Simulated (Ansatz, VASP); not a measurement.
## One calculation of Te, two programs

Contents of INCAR:

```
SYSTEM = Te
ALGO     = Normal         ! electronic algorithm
EDIFF    = 1E-6           ! SCF threshold, eV
ENCUT    = 520            ! plane-wave cutoff, eV
GGA      = PS             ! functional
ISIF     = 2              ! what is computed and relaxed
ISMEAR   = -1             ! smearing method
LASPH    = .True.         ! aspherical terms in the spheres
LCHARG   = .False.        ! write CHGCAR
LREAL    = .False.        ! projectors in reciprocal space
LWAVE    = .False.        ! write WAVECAR
NBANDS   = 20             ! bands
NELM     = 60             ! most SCF steps
PREC     = Accurate       ! precision mode
SIGMA    = 0.05           ! smearing width, eV
```

KPOINTS

```
k-points
0
Gamma
  4 4 4
  0 0 0
```

File POSCAR:

```
Te
1.0
    5.2232600000      0.0000000000      0.0000000000
    0.0000000000      5.2232600000      0.0000000000
    0.0000000000      0.0000000000      5.2232600000
Te
4
Direct
    0.8750000000      0.1250000000      0.6250000000
    0.3750000000      0.3750000000      0.3750000000
    0.1250000000      0.6250000000      0.8750000000
    0.6250000000      0.8750000000      0.1250000000
```

Contents of input.yaml:

```yaml
crystal:
  lattice:
    - [5.22326, 0.0, 0.0]
    - [0.0, 5.22326, 0.0]
    - [0.0, 0.0, 5.22326]
  atoms:
    - { symbol: Te, position: [0.875, 0.125, 0.625] }
    - { symbol: Te, position: [0.375, 0.375, 0.375] }
    - { symbol: Te, position: [0.125, 0.625, 0.875] }
    - { symbol: Te, position: [0.625, 0.875, 0.125] }
hamiltonian:
  xc: pbesol
  pseudopotentials: { kind: paw }
kpoints:
  mp_grid: { grid: [4, 4, 4] }
  band_path:
    path:
      - [[0.0, 0.0, 0.0], [0.0, 0.5, 0.0], [0.5, 0.5, 0.0], [0.0, 0.0, 0.0], [0.5, 0.5, 0.5], [0.0, 0.5, 0.0]]
      - [[0.5, 0.5, 0.0], [0.5, 0.5, 0.5]]
    npoints: 14
scf:
  occupations: { method: fermi_dirac, width: 0.05 }
  n_extra_bands: 10
output:
  forces: true
  stress: true
  eigenvalues: true
  fatbands: false
```

Alike in both runs: functional PBEsol; k mesh 4 × 4 × 4; occupations fermi-dirac, width 0.05 eV; no spin polarisation.

```csv
,VASP,Ansatz
version,VASP 6.6.1,Ansatz 0.2.0
potentials or method,"VASP PAW PBE potentials, release 64 (Te)",Ansatz PAW
plane-wave cutoff (eV),520,420
valence electrons in the cell,24,64
task,single point,band structure
```

|  | VASP | Ansatz | Ansatz less VASP |
| --- | --- | --- | --- |
| gap on the k mesh at the Fermi level (eV) | none | none | - |
| pressure (GPa) | -2.1 | -2.1 | -0.02 |

VASP's potentials were made for PBE, not for PBEsol. A gap of «none» marks a metal or a gap that the smearing closes. With one functional, cell and mesh, what is left measures potentials, basis and numerics. VASP's potentials hold 24 valence electrons a cell and Ansatz's 64, so a difference there can come from the potentials and not from the codes.

Spin-orbit coupling is off throughout.
